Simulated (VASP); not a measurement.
# ZnSe (F-43m) in VASP: single point with PBE0

Aim: the single point of ZnSe with PBE0.

Program: VASP 6.6.1. These are calculated values, not measurements. Logs are shortened: lines on timing, memory, paths and dates and some standing lists are left out, and cuts for length are marked.

## Step 1: The cell of the first run

Symmetry: F-43m, No. 216, cubic system. Conventional cell: a = 5.842 Å, b = 5.842 Å, c = 5.842 Å, α = 90.00°, β = 90.00°, γ = 90.00°. Zn (site symmetry -43m) has 4 Se at 2.53 Å within 3.3 Å. Se (site symmetry -43m) has 4 Zn at 2.53 Å within 3.3 Å.

## Step 2: Single point, PBE0

POSCAR reads:

```
ZnSe
1.0
    0.0000000000      2.9209304819      2.9209304819
    2.9209304819      0.0000000000      2.9209304819
    2.9209304819      2.9209304819      0.0000000000
Zn Se
1 1
Direct
    0.0000000000      0.0000000000      0.0000000000
    0.2500000000      0.2500000000      0.2500000000
```

INCAR.step1 reads:

```
SYSTEM = ZnSe
PREC = Accurate
ENCUT = 520
EDIFF = 1E-5
ISMEAR = 0
SIGMA = 0.05
LREAL = .False.
LASPH = .True.
NELM = 100
ALGO = Normal
ISIF = 2
LWAVE = .True.
LCHARG = .False.
GGA = PE
NBANDS = 16
```

INCAR.step2 reads:

```
SYSTEM = ZnSe
PREC = Accurate
ENCUT = 520
EDIFF = 1E-7
ISMEAR = 0
SIGMA = 0.05
LREAL = .False.
LASPH = .True.
NELM = 100
ALGO = Normal
ISIF = 2
LWAVE = .False.
LCHARG = .False.
GGA = PE
LHFCALC = .True.
AEXX = 0.25
PRECFOCK = Normal
ISTART = 1
NBANDS = 16
```

KPOINTS reads:

```
Automatic mesh
0
Gamma
  6 6 6
  0 0 0
```

Potentials or basis: VASP PAW PBE potentials, release 64 (Zn, Se).

Command:

```
$ cat potpaw_PBE.64/Zn/POTCAR potpaw_PBE.64/Se/POTCAR > POTCAR
$ cp INCAR.step1 INCAR
$ mpirun -np 1 vasp_std > vasp.out
$ cp INCAR.step2 INCAR
$ mpirun -np 1 vasp_std > vasp.out
```

OUTCAR:

```text
SYSTEM = ZnSe
   PREC = Accurate
   ENCUT = 520
   EDIFF = 1E-7
   ISMEAR = 0
   LREAL = .False.
   LASPH = .True.
   NELM = 100
   ISIF = 2
   GGA = PE
   LHFCALC = .True.
   AEXX = 0.25
   PRECFOCK = Normal
   ISTART = 1

 ion  position               nearest neighbor table
   1  0.000  0.000  0.000-   2 2.53   2 2.53   2 2.53   2 2.53
   2  0.250  0.250  0.250-   1 2.53   1 2.53   1 2.53   1 2.53

  LATTYP: Found a face centered cubic cell.
 ALAT       =     5.8418609638

  Lattice vectors:

 A1 = (   0.0000000000,   2.9209304819,   2.9209304819)
 A2 = (   2.9209304819,   0.0000000000,   2.9209304819)
 A3 = (   2.9209304819,   2.9209304819,   0.0000000000)

Analysis of symmetry for initial positions (statically):
=====================================================================
 Subroutine PRICEL returns:
 Original cell was already a primitive cell.

 Routine SETGRP: Setting up the symmetry group for a
 face centered cubic supercell.

 Subroutine GETGRP returns: Found 24 space group operations
 (whereof 24 operations were pure point group operations)
 out of a pool of 48 trial point group operations.

The static configuration has the point symmetry T_d .

Analysis of symmetry for dynamics (positions and initial velocities):
=====================================================================
 Subroutine PRICEL returns:
 Original cell was already a primitive cell.

 Routine SETGRP: Setting up the symmetry group for a
 face centered cubic supercell.

 Subroutine GETGRP returns: Found 24 space group operations
 (whereof 24 operations were pure point group operations)
 out of a pool of 48 trial point group operations.

The dynamic configuration has the point symmetry T_d .

 Subroutine INISYM returns: Found 24 space group operations
 (whereof 24 operations are pure point group operations),
 and found     1 'primitive' translations

----------------------------------------------------------------------------------------

                                     Primitive cell

  volume of cell :      49.8418

  direct lattice vectors                    reciprocal lattice vectors
     0.000000000  2.920930482  2.920930482    -0.171178329  0.171178329  0.171178329
     2.920930482  0.000000000  2.920930482     0.171178329 -0.171178329  0.171178329
     2.920930482  2.920930482  0.000000000     0.171178329  0.171178329 -0.171178329

  length of vectors
     4.130819502  4.130819502  4.130819502     0.296489564  0.296489564  0.296489564

  position of ions in fractional coordinates (direct lattice)
     0.000000000  0.000000000  0.000000000
     0.250000000  0.250000000  0.250000000

  ion indices of the primitive-cell ions
   primitive index   ion index
                 1           1
                 2           2

----------------------------------------------------------------------------------------

 KPOINTS: Automatic mesh

Automatic generation of k-mesh.
 Grid dimensions read from file:
 generate k-points for:    6    6    6

 Generating k-lattice:

  Cartesian coordinates                     Fractional coordinates (reciprocal lattice)
    -0.028529722  0.028529722  0.028529722     0.166666667  0.000000000  0.000000000
     0.028529722 -0.028529722  0.028529722     0.000000000  0.166666667  0.000000000
     0.028529722  0.028529722 -0.028529722     0.000000000  0.000000000  0.166666667

  Length of vectors
     0.049414927  0.049414927  0.049414927

  Shift w.r.t. Gamma in fractional coordinates (k-lattice)
     0.000000000  0.000000000  0.000000000

 Subroutine IBZKPT returns following result:
 ===========================================

 Found     16 irreducible k-points:

 Following reciprocal coordinates:
            Coordinates               Weight
  0.000000  0.000000  0.000000      1.000000
  0.166667  0.000000  0.000000      8.000000
  0.333333  0.000000  0.000000      8.000000
  0.500000  0.000000  0.000000      4.000000
  0.166667  0.166667  0.000000      6.000000
  0.333333  0.166667  0.000000     24.000000
[... 8 lines left out ...]
 -0.333333  0.333333  0.166667     24.000000
 -0.333333  0.500000  0.166667     12.000000
   k-points           NKPTS =     16   k-points in BZ     NKDIM =    216   number of bands    NBANDS=     16
   number of dos      NEDOS =    301   number of ions     NIONS =      2
   total plane-waves  NPLWV =  32768
   dimension x,y,z NGX =    32 NGY =   32 NGZ =   32
   dimension x,y,z NGXF=    64 NGYF=   64 NGZF=   64
   ions per type =               1   1
   NGX,Y,Z   is equivalent  to a cutoff of  12.88, 12.88, 12.88 a.u.
   NGXF,Y,Z  is equivalent  to a cutoff of  25.76, 25.76, 25.76 a.u.
 SYSTEM =  ZnSe
   PREC   = accura    normal or accurate (medium, high low for compatibility)
   ISTART =      1    job   : 0-new  1-cont  2-samecut
   ICHARG =      0    charge: 1-file 2-atom 10-const
   ISPIN  =      1    spin polarized calculation?
   LNONCOLLINEAR =      F non collinear calculations
   LSORBIT =      F    spin-orbit coupling
   LASPH  =      T    aspherical Exc in radial PAW
   ENCUT  =  520.0 eV  38.22 Ry    6.18 a.u.   7.68  7.68  7.68*2*pi/ulx,y,z
   NELM   =    100;   NELMIN=  2; NELMDL=  0     # of ELM steps
   EDIFF  = 0.1E-06   stopping-criterion for ELM
   LREAL  =      F    real-space projection
   EDIFFG = 0.1E-05   stopping-criterion for IOM
   NSW    =      0    number of steps for IOM
   IBRION =     -1    ionic relax: 0-MD 1-quasi-New 2-CG
   NFREE  =      0    steps in history (QN), initial steepest desc. (CG)
   ISIF   =      2    stress and relaxation
   ISYM   =      3    0-nonsym 1-usesym 2-fastsym
   POTIM  = 0.5000    time-step for ionic-motion
   TEBEG  =    0.0;   TEEND  =   0.0 temperature during run
   PSTRESS=    0.0 pullay stress
   NELECT =      18.0000    total number of electrons
   NUPDOWN=      -1.0000    fix difference up-down
   EMIN   =  10.00;   EMAX   =-10.00  energy-range for DOS
   EFERMI =   0.00;   METHOD = LEGACY
   ISMEAR =     0;   SIGMA  =   0.05  broadening in eV -4-tet -1-fermi 0-gaus
   EFERMI_NEDOS =   21; number of points for ismear=-14 and -15
   IALGO  =     38    algorithm
   IMIX   =      1    mixing-type and parameters
     AMIX     =   0.40;   BMIX     =  1.00
     AMIX_MAG =   1.60;   BMIX_MAG =  1.00
  volume/ion in A,a.u.               =      24.92       168.17
  Fermi-wavevector in a.u.,A,eV,Ry     =   1.165828  2.203095 18.492422  1.359155
  Thomas-Fermi vector in A             =   2.302349
   LORBIT       =      0    0 simple, 1 ext, 2 COOP (PROOUT), +10 PAW based schemes
   GGA     = PE    functional components
   LHFCALC =     T    Hartree Fock is set to
   PRECFOCK=normal    Normal, Fast or Accurate (Low or Medium for compatibility)
   ENCUT4O =  -1.0   cutoff for four orbital integrals eV
   NKREDX  =     1    reduce k-point grid by
   NKREDY  =     1    reduce k-point grid by
   NKREDZ  =     1    reduce k-point grid by
   AEXX    =    0.2500 exact exchange contribution
   HFSCREEN=    0.0000 screening length (either q_TF or 0.3 A-1)
   HFSCREENC=   0.0000 screening length for correlation (either q_TF or 0.3 A-1)
   ENCUTFOCK=  -1.0 apply spherical cutoff to Coloumb kernel
   IVDW    =     0    specifies the selected vdW correction
   LEPSILON=     F    determine dielectric tensor
   LRPA    =     F    only Hartree local field effects (RPA)
 non-spin polarized calculation
 Gauss-broadening in eV      SIGMA  =   0.05
  energy-cutoff  :      520.00
  volume of cell :       49.84
 maximum number of plane-waves:      1363
  NGX = 24; NGY = 24; NGZ = 24

 number of electron      18.0000002 magnetization

 Free energy of the ion-electron system (eV)
  ---------------------------------------------------
  ext. energy  EPLUGINS =         0.00000000
  ---------------------------------------------------
  free energy    TOTEN  =        -7.92643940 eV

  energy without entropy =       -7.92643940  energy(sigma->0) =       -7.92643940

 E-fermi :   0.1244     XC(G=0):  -7.0423

 val. band max:       -0.1105648574   @ k =   0.0000   0.0000   0.0000
 cond. band min:       2.5253033711   @ k =   0.0000   0.0000   0.0000
 fundamental gap:      2.6358682285
 Fermi energy:         0.1243647956

 k-point     1 :       0.0000    0.0000    0.0000
  band No.  band energies     occupation
      1     -13.9978      2.00000
      2      -8.1254      2.00000
      3      -8.1254      2.00000
      4      -8.1254      2.00000
      5      -7.8663      2.00000
      6      -7.8663      2.00000
[... 8 lines left out ...]
     15      13.0998      0.00000
     16      13.0998      0.00000

 k-point     2 :       0.1667    0.0000    0.0000
  band No.  band energies     occupation
      1     -13.8375      2.00000
      2      -8.1064      2.00000
      3      -8.1064      2.00000
      4      -8.0850      2.00000
      5      -7.8675      2.00000
      6      -7.8675      2.00000
[... 8 lines left out ...]
     15      12.1024      0.00000
     16      12.5661      0.00000

 k-point     3 :       0.3333    0.0000    0.0000
  band No.  band energies     occupation
      1     -13.4851      2.00000
      2      -8.0740      2.00000
      3      -8.0740      2.00000
      4      -7.9130      2.00000
      5      -7.8630      2.00000
      6      -7.8630      2.00000
[... 8 lines left out ...]
     15      12.6819      0.00000
     16      12.6819      0.00000

 k-point     4 :       0.5000    0.0000    0.0000
  band No.  band energies     occupation
      1     -13.2894      2.00000
      2      -8.0617      2.00000
      3      -8.0617      2.00000
      4      -7.8561      2.00000
      5      -7.8561      2.00000
      6      -7.7179      2.00000
[... 8 lines left out ...]
     15      14.7142      0.00000
     16      14.7142      0.00000

 k-point     5 :       0.1667    0.1667    0.0000
  band No.  band energies     occupation
      1     -13.7840      2.00000
      2      -8.0976      2.00000
      3      -8.0876      2.00000
      4      -8.0876      2.00000
      5      -7.8778      2.00000
      6      -7.8583      2.00000
[... 8 lines left out ...]
     15      13.4989      0.00000
     16      13.5219      0.00000

 k-point     6 :       0.3333    0.1667    0.0000
  band No.  band energies     occupation
      1     -13.4931      2.00000
      2      -8.0689      2.00000
      3      -8.0503      2.00000
      4      -7.9828      2.00000
      5      -7.8664      2.00000
      6      -7.8520      2.00000
[... 8 lines left out ...]
     15      13.8364      0.00000
     16      14.0853      0.00000
[... 115 lines left out ...]
 k-point    13 :       0.5000    0.5000    0.0000
  band No.  band energies     occupation
      1     -13.0535      2.00000
      2      -8.0082      2.00000
      3      -7.9548      2.00000
      4      -7.9548      2.00000
      5      -7.8342      2.00000
      6      -7.6790      2.00000
[... 8 lines left out ...]
     15      15.6307      0.00000
     16      15.9781      0.00000

 k-point    14 :       0.5000    0.3333    0.1667
  band No.  band energies     occupation
      1     -13.2443      2.00000
      2      -8.0317      2.00000
      3      -8.0247      2.00000
      4      -7.9236      2.00000
      5      -7.8540      2.00000
      6      -7.7634      2.00000
[... 8 lines left out ...]
     15      14.4026      0.00000
     16      15.8190      0.00000

 k-point    15 :      -0.3333    0.3333    0.1667
  band No.  band energies     occupation
      1     -13.1124      2.00000
      2      -8.0252      2.00000
      3      -8.0073      2.00000
      4      -7.8926      2.00000
      5      -7.8649      2.00000
      6      -7.6369      2.00000
[... 8 lines left out ...]
     15      14.5381      0.00000
     16      15.5670      0.00000

 k-point    16 :      -0.3333    0.5000    0.1667
  band No.  band energies     occupation
      1     -13.0508      2.00000
      2      -8.0092      2.00000
      3      -7.9851      2.00000
      4      -7.9171      2.00000
      5      -7.8542      2.00000
      6      -7.6183      2.00000
[... 8 lines left out ...]
     15      15.3485      0.00000
     16      15.6150      0.00000

------------------------ aborting loop because EDIFF is reached ----------------------------------------

  FORCE on cell =-STRESS in cart. coord.  units (eV):
  Direction    XX          YY          ZZ          XY          YZ          ZX
  --------------------------------------------------------------------------------------
  -------------------------------------------------------------------------------------
  Total       -1.2761543     -1.2761543     -1.2761543      0.0000000      0.0000000     -0.0000000
  in kB      -41.0223088    -41.0223088    -41.0223088      0.0000000      0.0000000     -0.0000000
  external PRESSURE =     -41.0223088 kB  Pullay stress =       0.0000000 kB

 VOLUME and BASIS-vectors are now :
 -----------------------------------------------------------------------------
  energy-cutoff  :      520.00
  volume of cell :       49.84
      direct lattice vectors                 reciprocal lattice vectors
     0.000000000  2.920930482  2.920930482    -0.171178329  0.171178329  0.171178329
     2.920930482  0.000000000  2.920930482     0.171178329 -0.171178329  0.171178329
     2.920930482  2.920930482  0.000000000     0.171178329  0.171178329 -0.171178329

 POSITION                                       TOTAL-FORCE (eV/Angst)
 -----------------------------------------------------------------------------------
      0.00000      0.00000      0.00000         0.000000      0.000000      0.000000
      1.46047      1.46047      1.46047        -0.000000     -0.000000     -0.000000
 -----------------------------------------------------------------------------------
    total drift:                                0.000023      0.000022      0.000015

  FREE ENERGIE OF THE ION-ELECTRON SYSTEM (eV)
  ---------------------------------------------------
  free  energy   TOTEN  =        -7.9264394040 eV

  energy  without entropy=       -7.9264394040  energy(sigma->0) =       -7.92643940
```

Run time: 43 min. Hardware: 1 thread of AMD EPYC 9R45 (Zen 5), shared host; peak memory 0.18 GiB.

Results:

- Free energy: -7.9264 eV
- Pressure: -4.1 GPa
- Band gap on the k mesh: 2.64 eV, direct

Levels at points of the mesh, in eV from the valence-band top:
```csv
k point,band 7,band 8,band 9,band 10,band 11,band 12
"(0.00, 0.00, 0.00)",0.00,0.00,0.00,2.64,7.65,7.65
"(0.50, 0.00, 0.00)",-5.03,-0.80,-0.80,4.13,8.19,8.19
"(0.50, 0.50, 0.00)",-4.76,-2.02,-2.02,4.71,5.16,12.18
```

Caveat: the PAW data sets were made with another functional, which shifts forces and pressure a little.
